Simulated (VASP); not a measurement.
# AlH6 (Fm-3m) in VASP: a series of runs, part 2 of 3

VASP 6.6.1. Earlier steps stand in the parts before.

## 3. Single point, PBE

This run uses another cell than the first one, of 9.29 Å³/atom, 1.690 times its volume.

Input file INCAR:

```
SYSTEM = AlH6
  PREC = Accurate
  ENCUT = 520
  EDIFF = 1E-6
  ISMEAR = 0
  SIGMA = 0.1
  LREAL = .False.
  LASPH = .True.
  NELM = 60
  ALGO = Normal
  ISIF = 2
  LWAVE = .False.
  LCHARG = .False.
  GGA = PE
  NBANDS = 14
```

Input file KPOINTS:

```
Automatic mesh
0
Gamma
  6 6 6
  0 0 0
```

Input file POSCAR:

```
AlH6
1.0
    0.0000000000      3.1922750800      3.1922750800
    3.1922750800      0.0000000000      3.1922750800
    3.1922750800      3.1922750800      0.0000000000
Al H
1 6
Direct
    0.0000000000      0.0000000000      0.0000000000
    0.5000000000      0.5000000000      0.0000000000
    0.5000000000      0.0000000000      0.5000000000
    0.0000000000      0.0000000000      0.5000000000
    0.0000000000      0.5000000000      0.0000000000
    0.0000000000      0.5000000000      0.5000000000
    0.5000000000      0.0000000000      0.0000000000
```

Potentials or basis: VASP PAW PBE potentials, release 64 (Al, H).

Started as:

```bash
$ cat potpaw_PBE.64/Al/POTCAR potpaw_PBE.64/H/POTCAR > POTCAR
$ mpirun -np 1 vasp_std > vasp.out
```

OUTCAR:

```text
SYSTEM = AlH6
   PREC = Accurate
   ENCUT = 520
   EDIFF = 1E-6
   ISMEAR = 0
   LREAL = .False.
   LASPH = .True.
   NELM = 60
   ISIF = 2
   GGA = PE

 ion  position               nearest neighbor table
   1  0.000  0.000  0.000-
   2  0.500  0.500  0.000-
   3  0.500  0.000  0.500-
   4  0.000  0.000  0.500-
   5  0.000  0.500  0.000-
   6  0.000  0.500  0.500-
   7  0.500  0.000  0.000-

  LATTYP: Found a face centered cubic cell.
 ALAT       =     6.3845501600

  Lattice vectors:

 A1 = (   0.0000000000,   3.1922750800,   3.1922750800)
 A2 = (   3.1922750800,   0.0000000000,   3.1922750800)
 A3 = (   3.1922750800,   3.1922750800,   0.0000000000)

Analysis of symmetry for initial positions (statically):
=====================================================================
 Subroutine PRICEL returns:
 Original cell was already a primitive cell.

 Routine SETGRP: Setting up the symmetry group for a
 face centered cubic supercell.

 Subroutine GETGRP returns: Found 48 space group operations
 (whereof 48 operations were pure point group operations)
 out of a pool of 48 trial point group operations.

The static configuration has the point symmetry O_h .

Analysis of symmetry for dynamics (positions and initial velocities):
=====================================================================
 Subroutine PRICEL returns:
 Original cell was already a primitive cell.

 Routine SETGRP: Setting up the symmetry group for a
 face centered cubic supercell.

 Subroutine GETGRP returns: Found 48 space group operations
 (whereof 48 operations were pure point group operations)
 out of a pool of 48 trial point group operations.

The dynamic configuration has the point symmetry O_h .

 Subroutine INISYM returns: Found 48 space group operations
 (whereof 48 operations are pure point group operations),
 and found     1 'primitive' translations

[... 135 lines left out ...]

 Free energy of the ion-electron system (eV)
  ---------------------------------------------------
  ext. energy  EPLUGINS =         0.00000000
  ---------------------------------------------------
  free energy    TOTEN  =       -16.53095176 eV

  energy without entropy =      -16.51370887  energy(sigma->0) =      -16.52233032

 E-fermi :  -0.2817     XC(G=0):  -8.1818

 val. band max:       -0.2856924548   @ k =   0.1667   0.1667   0.0000
 cond. band min:      -0.2339721880   @ k =   0.5000   0.0000   0.0000
 fundamental gap:      0.0517202668
 Fermi energy:        -0.2816565401

 k-point     1 :       0.0000    0.0000    0.0000
  band No.  band energies     occupation
      1      -8.6328      2.00000
      2      -1.0421      2.00000
      3      -1.0421      2.00000
      4      -1.0421      2.00000
      5       1.5739      0.00000
      6       1.5739      0.00000
      7       2.8584      0.00000
      8       2.8584      0.00000
      9       2.8584      0.00000
     10       4.1767      0.00000
     11       6.6925      0.00000
     12       9.9035      0.00000
     13       9.9035      0.00000
     14       9.9035      0.00000
[... 241 lines left out ...]
      1      -5.1702      2.00000
      2      -5.1157      2.00000
      3      -4.1295      2.00000
      4      -3.1126      2.00000
      5      -0.2912      1.10692
      6       1.7018      0.00000
      7       2.4246      0.00000
      8       6.1890      0.00000
      9       8.2265      0.00000
     10       8.6284      0.00000
     11       9.6092      0.00000
     12      10.7533      0.00000
     13      10.8592      0.00000
     14      12.8925      0.00000

------------------------ aborting loop because EDIFF is reached ----------------------------------------

  FORCE on cell =-STRESS in cart. coord.  units (eV):
  Direction    XX          YY          ZZ          XY          YZ          ZX
  --------------------------------------------------------------------------------------
  -------------------------------------------------------------------------------------
  Total       -7.7047150     -7.7047150     -7.7047150     -0.0000000      0.0000000      0.0000000
  in kB     -189.7301032   -189.7301032   -189.7301032     -0.0000000      0.0000000      0.0000000
  external PRESSURE =    -189.7301032 kB  Pullay stress =       0.0000000 kB

 VOLUME and BASIS-vectors are now :
 -----------------------------------------------------------------------------
  energy-cutoff  :      520.00
  volume of cell :       65.06
      direct lattice vectors                 reciprocal lattice vectors
     0.000000000  3.192275080  3.192275080    -0.156628106  0.156628106  0.156628106
     3.192275080  0.000000000  3.192275080     0.156628106 -0.156628106  0.156628106
     3.192275080  3.192275080  0.000000000     0.156628106  0.156628106 -0.156628106

 POSITION                                       TOTAL-FORCE (eV/Angst)
 -----------------------------------------------------------------------------------
      0.00000      0.00000      0.00000        -0.000000      0.000000     -0.000000
      1.59614      1.59614      3.19228        -0.000000      0.000000     -0.000000
      1.59614      3.19228      1.59614        -0.000000     -0.000000     -0.000000
      1.59614      1.59614      0.00000         0.000000     -0.000000     -0.000000
      1.59614      0.00000      1.59614         0.000000      0.000000      0.000000
      3.19228      1.59614      1.59614        -0.000000     -0.000000     -0.000000
      0.00000      1.59614      1.59614        -0.000000     -0.000000      0.000000
 -----------------------------------------------------------------------------------
    total drift:                                0.000000      0.000000      0.000000

  FREE ENERGIE OF THE ION-ELECTRON SYSTEM (eV)
  ---------------------------------------------------
  free  energy   TOTEN  =       -16.5309517641 eV

  energy  without entropy=      -16.5137088718  energy(sigma->0) =      -16.52233032
```

stdout:

```text
POSCAR found type information on POSCAR AlH
 POSCAR found :  2 types and       7 ions
 scaLAPACK will be used
 LDA part: xc-table for (Slater+PW92), standard interpolation
 POSCAR, INCAR and KPOINTS ok, starting setup
 FFT: planning ... GRIDC
 FFT: planning ... GRID_SOFT
 FFT: planning ... GRID
 WAVECAR not read
 entering main loop
```

Wall time 24 s (1 thread of AMD EPYC 7R13 (Zen 3), shared host); peak memory 0.16 GiB.

Results:

| Quantity | Value |
| --- | --- |
| Free energy | -16.5310 eV |
| Pressure | -19.0 GPa |

Levels at points of the mesh, in eV from the Fermi level:
| k point | band 2 | band 3 | band 4 | band 5 | band 6 | band 7 |
| --- | --- | --- | --- | --- | --- | --- |
| (0.00, 0.00, 0.00) | -0.76 | -0.76 | -0.76 | 1.86 | 1.86 | 3.14 |
| (0.50, 0.00, 0.00) | -5.33 | -0.65 | -0.65 | 0.05 | 0.05 | 1.87 |
| (0.50, 0.50, 0.00) | -4.96 | -2.43 | -2.43 | -1.87 | 1.69 | 2.82 |

## 4. Single point, PBE

Input file INCAR:

```
SYSTEM = AlH6
PREC     = Accurate       ! precision mode
ENCUT    = 520            ! plane-wave cutoff, eV
EDIFF    = 1E-6           ! SCF threshold, eV
ISMEAR   = 0              ! smearing method
SIGMA    = 0.1            ! smearing width, eV
LREAL    = .FALSE.        ! projectors in reciprocal space
LASPH    = .TRUE.         ! aspherical terms in the spheres
NELM     = 80             ! most SCF steps
ALGO     = Normal         ! electronic algorithm
ISIF     = 2              ! what is computed and relaxed
LWAVE    = .FALSE.        ! write WAVECAR
LCHARG   = .TRUE.         ! write CHGCAR
GGA      = PE             ! functional
LELF     = .TRUE.         ! ELF
LVHAR    = .TRUE.       
NBANDS   = 14             ! bands
```

Input file KPOINTS:

```
Automatic mesh
0
G
  12 12 12
  0 0 0
```

POSCAR: that of step 3 with these lines changed.

```diff
@@ -2,5 +2,5 @@
 1.0
-    0.0000000000      3.1922750800      3.1922750800
-    3.1922750800      0.0000000000      3.1922750800
-    3.1922750800      3.1922750800      0.0000000000
+    0.0000000000      2.6810230991      2.6810230991
+    2.6810230991      0.0000000000      2.6810230991
+    2.6810230991      2.6810230991      0.0000000000
 Al H
```

Started as:

```bash
$ cat potpaw_PBE.64/Al/POTCAR potpaw_PBE.64/H/POTCAR > POTCAR
$ mpirun -np 1 vasp_std > vasp.out
```

Wall time 48 s (1 thread of AMD EPYC 7R13 (Zen 3), shared host); peak memory 0.13 GiB.

Results (log left out):

- Free energy: -18.8620 eV
- Pressure: -0.2 GPa

Levels at points of the mesh, in eV from the Fermi level:
| k point | band 1 | band 2 | band 3 | band 4 | band 5 | band 6 | band 7 | band 8 | band 9 |
| --- | --- | --- | --- | --- | --- | --- | --- | --- | --- |
| (0.00, 0.00, 0.00) | -12.16 | -1.11 | -1.11 | -1.11 | 3.03 | 3.03 | 4.36 | 4.36 | 4.36 |
| (0.50, 0.00, 0.00) | -8.91 | -8.20 | -0.78 | -0.78 | -0.06 | -0.06 | 3.91 | 7.79 | 10.21 |
| (0.50, 0.50, 0.00) | -7.99 | -6.63 | -3.60 | -3.60 | -3.20 | 2.45 | 4.98 | 13.26 | 13.49 |

## 5. Relaxation of cell and atoms, PBE

This run uses another cell than the first one, of 9.29 Å³/atom, 1.690 times its volume.

Input file INCAR:

```
SYSTEM = AlH6
PREC = Accurate ; ENCUT = 600
EDIFF = 1E-7 ; ISMEAR = 0
SIGMA = 0.1 ; LREAL = .FALSE.
LASPH = .TRUE. ; NELM = 60
ALGO = Normal ; ISIF = 3
LWAVE = .FALSE. ; LCHARG = .FALSE.
GGA = PE ; IBRION = 2
NSW = 90 ; EDIFFG = -0.04
```

Input file KPOINTS:

```
regular mesh
0
G
  6 6 6
  0 0 0
```

POSCAR: that of step 4 with these lines changed.

```diff
@@ -2,5 +2,5 @@
 1.0
-    0.0000000000      2.6810230991      2.6810230991
-    2.6810230991      0.0000000000      2.6810230991
-    2.6810230991      2.6810230991      0.0000000000
+    0.0000000000      3.1922750800      3.1922750800
+    3.1922750800      0.0000000000      3.1922750800
+    3.1922750800      3.1922750800      0.0000000000
 Al H
```

Potentials or basis: VASP PAW PBE potentials, release 64 (Al, H).

Started as:

```bash
$ cat potpaw_PBE.64/Al/POTCAR potpaw_PBE.64/H/POTCAR > POTCAR
$ mpirun -np 1 vasp_std > vasp.out
```

OUTCAR:

```text
SYSTEM = AlH6
   PREC = Accurate
   ENCUT = 600
   EDIFF = 1E-7
   ISMEAR = 0
   LREAL = .FALSE.
   LASPH = .TRUE.
   NELM = 60
   ISIF = 3
   GGA = PE
   IBRION = 2
   NSW = 90
   EDIFFG = -0.04

 ion  position               nearest neighbor table
   1  0.000  0.000  0.000-
   2  0.500  0.500  0.000-
   3  0.500  0.000  0.500-
   4  0.000  0.000  0.500-
   5  0.000  0.500  0.000-
   6  0.000  0.500  0.500-
   7  0.500  0.000  0.000-

  LATTYP: Found a face centered cubic cell.
 ALAT       =     6.3845501600

  Lattice vectors:

 A1 = (   0.0000000000,   3.1922750800,   3.1922750800)
 A2 = (   3.1922750800,   0.0000000000,   3.1922750800)
 A3 = (   3.1922750800,   3.1922750800,   0.0000000000)

Analysis of symmetry for initial positions (statically):
=====================================================================
 Subroutine PRICEL returns:
 Original cell was already a primitive cell.

 Routine SETGRP: Setting up the symmetry group for a
 face centered cubic supercell.

 Subroutine GETGRP returns: Found 48 space group operations
 (whereof 48 operations were pure point group operations)
 out of a pool of 48 trial point group operations.

The static configuration has the point symmetry O_h .

Analysis of symmetry for dynamics (positions and initial velocities):
=====================================================================
 Subroutine PRICEL returns:
 Original cell was already a primitive cell.

 Routine SETGRP: Setting up the symmetry group for a
 face centered cubic supercell.

 Subroutine GETGRP returns: Found 48 space group operations
 (whereof 48 operations were pure point group operations)
 out of a pool of 48 trial point group operations.

The dynamic configuration has the point symmetry O_h .

 Subroutine INISYM returns: Found 48 space group operations
 (whereof 48 operations are pure point group operations),
 and found     1 'primitive' translations
[... 83 lines left out ...]
   ions per type =               1   6
   NGX,Y,Z   is equivalent  to a cutoff of  13.26, 13.26, 13.26 a.u.
   NGXF,Y,Z  is equivalent  to a cutoff of  26.51, 26.51, 26.51 a.u.
 SYSTEM =  AlH6
   PREC   = accura    normal or accurate (medium, high low for compatibility)
   ISTART =      0    job   : 0-new  1-cont  2-samecut
   ICHARG =      2    charge: 1-file 2-atom 10-const
   ISPIN  =      1    spin polarized calculation?
   LNONCOLLINEAR =      F non collinear calculations
   LSORBIT =      F    spin-orbit coupling
   LASPH  =      T    aspherical Exc in radial PAW
   ENCUT  =  600.0 eV  44.10 Ry    6.64 a.u.   9.02  9.02  9.02*2*pi/ulx,y,z
   NELM   =     60;   NELMIN=  2; NELMDL= -5     # of ELM steps
   EDIFF  = 0.1E-06   stopping-criterion for ELM
   LREAL  =      F    real-space projection
   EDIFFG = -.4E-01   stopping-criterion for IOM
   NSW    =     90    number of steps for IOM
   IBRION =      2    ionic relax: 0-MD 1-quasi-New 2-CG
   NFREE  =      1    steps in history (QN), initial steepest desc. (CG)
   ISIF   =      3    stress and relaxation
   ISYM   =      2    0-nonsym 1-usesym 2-fastsym
   POTIM  = 0.5000    time-step for ionic-motion
   TEBEG  =    0.0;   TEEND  =   0.0 temperature during run
   PSTRESS=    0.0 pullay stress
   NELECT =       9.0000    total number of electrons
   NUPDOWN=      -1.0000    fix difference up-down
   EMIN   =  10.00;   EMAX   =-10.00  energy-range for DOS
   EFERMI =   0.00;   METHOD = LEGACY
   ISMEAR =     0;   SIGMA  =   0.10  broadening in eV -4-tet -1-fermi 0-gaus
   EFERMI_NEDOS =   21; number of points for ismear=-14 and -15
   IALGO  =     38    algorithm
   IMIX   =      4    mixing-type and parameters
     AMIX     =   0.40;   BMIX     =  1.00
     AMIX_MAG =   1.60;   BMIX_MAG =  1.00
  volume/ion in A,a.u.               =       9.29        62.72
  Fermi-wavevector in a.u.,A,eV,Ry     =   0.846666  1.599966  9.753241  0.716843
  Thomas-Fermi vector in A             =   1.962049
   LORBIT       =      0    0 simple, 1 ext, 2 COOP (PROOUT), +10 PAW based schemes
   GGA     = PE    functional components
   LHFCALC =     F    Hartree Fock is set to
   AEXX    =    0.0000 exact exchange contribution
   IVDW    =     0    specifies the selected vdW correction
   LEPSILON=     F    determine dielectric tensor
   LRPA    =     F    only Hartree local field effects (RPA)
 conjugate gradient relaxation of ions
 non-spin polarized calculation
 Gauss-broadening in eV      SIGMA  =   0.10
  energy-cutoff  :      600.00
  volume of cell :       65.06
 maximum number of plane-waves:      2200
   NGX = 17   NGY = 17   NGZ = 17

--------------------------------------- Ionic step        1  -------------------------------------------

 number of electron       9.0000001 magnetization

 Free energy of the ion-electron system (eV)
  ---------------------------------------------------
  ext. energy  EPLUGINS =         0.00000000
  ---------------------------------------------------
  free energy    TOTEN  =       -16.53169893 eV

  energy without entropy =      -16.51445653  energy(sigma->0) =      -16.52307773

 E-fermi :  -0.2823     XC(G=0):  -8.1816

 val. band max:       -0.2861669321   @ k =   0.1667   0.1667   0.0000
 cond. band min:      -0.2344599270   @ k =   0.5000   0.0000   0.0000
 fundamental gap:      0.0517070052
 Fermi energy:        -0.2822617777
[... 703 lines left out ...]
--------------------------------------- Ionic step        5  -------------------------------------------

 number of electron       9.0000000 magnetization

 Free energy of the ion-electron system (eV)
  ---------------------------------------------------
  ext. energy  EPLUGINS =         0.00000000
  ---------------------------------------------------
  free energy    TOTEN  =       -18.84802236 eV

  energy without entropy =      -18.84035327  energy(sigma->0) =      -18.84418781

 E-fermi :   2.9364     XC(G=0):  -9.9048

 val. band max:        2.9097875955   @ k =   0.5000   0.0000   0.0000
 cond. band min:       3.0454509515   @ k =   0.5000   0.3333   0.1667
 fundamental gap:      0.1356633560
 Fermi energy:         2.9364067376
[... 208 lines left out ...]
  FREE ENERGIE OF THE ION-ELECTRON SYSTEM (eV)
  ---------------------------------------------------
  free  energy   TOTEN  =       -18.8480223617 eV

  energy  without entropy=      -18.8403532678  energy(sigma->0) =      -18.84418781

 reached required accuracy - stopping structural energy minimisation
```

OSZICAR:

```text
N       E                     dE             d eps       ncg     rms          rms(c)
DAV:   1     0.836802122008E+00    0.83680E+00   -0.31956E+03   256   0.858E+02
DAV:   2    -0.161834028774E+02   -0.17020E+02   -0.16408E+02   376   0.805E+01
DAV:   3    -0.167756402153E+02   -0.59224E+00   -0.59032E+00   304   0.210E+01
[... 48 lines left out ...]
DAV:   2    -0.188486394438E+02    0.11180E-02   -0.33344E-03   280   0.537E-01    0.186E-01
DAV:   3    -0.188480746227E+02    0.56482E-03   -0.75966E-04   280   0.186E-01    0.805E-02
DAV:   4    -0.188480201803E+02    0.54442E-04   -0.13309E-04   328   0.873E-02    0.281E-02
DAV:   5    -0.188480223411E+02   -0.21608E-05   -0.10300E-05   288   0.251E-02    0.222E-03
DAV:   6    -0.188480223617E+02   -0.20617E-07   -0.18839E-07   328   0.408E-03
   5 F= -.18848022E+02 E0= -.18844188E+02  d E =-.231632E+01
```

It took 78 s on 1 thread of AMD EPYC 7R13 (Zen 3), shared host; peak memory 0.17 GiB.

What came out:

* Free energy: -18.8480 eV
* Relaxed volume: 5.55 Å³/atom
* Relaxed cell: a = 3.802 Å, b = 3.802 Å, c = 3.802 Å, α = 60.00°, β = 60.00°, γ = 60.00°
* Space group after relaxing (to 0.05 Å): Fm-3m (No. 225)
* Energy gained by relaxing: 330.9 meV/atom
* Ionic steps: 5
* Pressure after relaxing: -0.9 GPa

The path:
| step | energy change (eV) | largest force (eV/Å) | pressure (GPa) | volume (Å³) |
| --- | --- | --- | --- | --- |
| 1 | 0.0000 | 0.0000 | -18.88 | 65.06 |
| 2 | -1.1219 | 0.0000 | -17.43 | 55.28 |
| 3 | -1.9040 | 0.0000 | 23.14 | 31.91 |
| 4 | -2.2747 | 0.0000 | -5.15 | 41.01 |
| 5 | -2.3163 | 0.0000 | -0.86 | 38.86 |

Final structure:
```
Al H
1.0
     0.00000    2.68829    2.68829
     2.68829    0.00000    2.68829
     2.68829    2.68829    0.00000
Al H
1 6
Direct
  0.00000 0.00000 0.00000
  0.50000 0.50000 0.00000
  0.50000 0.00000 0.50000
  0.00000 0.00000 0.50000
  0.00000 0.50000 0.00000
  0.00000 0.50000 0.50000
  0.50000 0.00000 0.00000
```

Caveat: the volume moved by over 15 % at a fixed basis, so the end points are rough.

(Part 2 of 3 ends here.)
